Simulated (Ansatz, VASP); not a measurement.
## CdH2O2: VASP beside Ansatz

```
CELL_PARAMETERS angstrom
3.92740 0.00000 0.00000
-1.96370 3.40123 0.00000
0.00000 0.00000 4.54269
ATOMIC_POSITIONS crystal
Cd 0.33333 0.66667 0.98730
H 0.00000 0.00000 0.00808
H 0.66667 0.33333 0.43189
O 0.00000 0.00000 0.78619
O 0.66667 0.33333 0.21189
```

Alike in both runs: task single point; functional PBEsol; k mesh 6 × 6 × 4; no spin polarisation.

```csv
,VASP,Ansatz
version,VASP 6.6.1,Ansatz 0.2.0
potentials or method,"VASP PAW PBE potentials, release 64 (Cd_sv_GW, H, O), cutoff 600 eV","plane waves, PAW"
occupations,"gaussian, width 0.01 eV",fixed
valence electrons in the cell,34,34
```

|  | VASP | Ansatz | Ansatz less VASP |
| --- | --- | --- | --- |
| pressure (GPa) | -9.0 | -8.8 | +0.25 |
| traceless stress, the component that is largest in VASP (GPa) | 0.83 | 0.45 | -0.383 |

VASP's potentials were made for PBE, not for PBEsol.
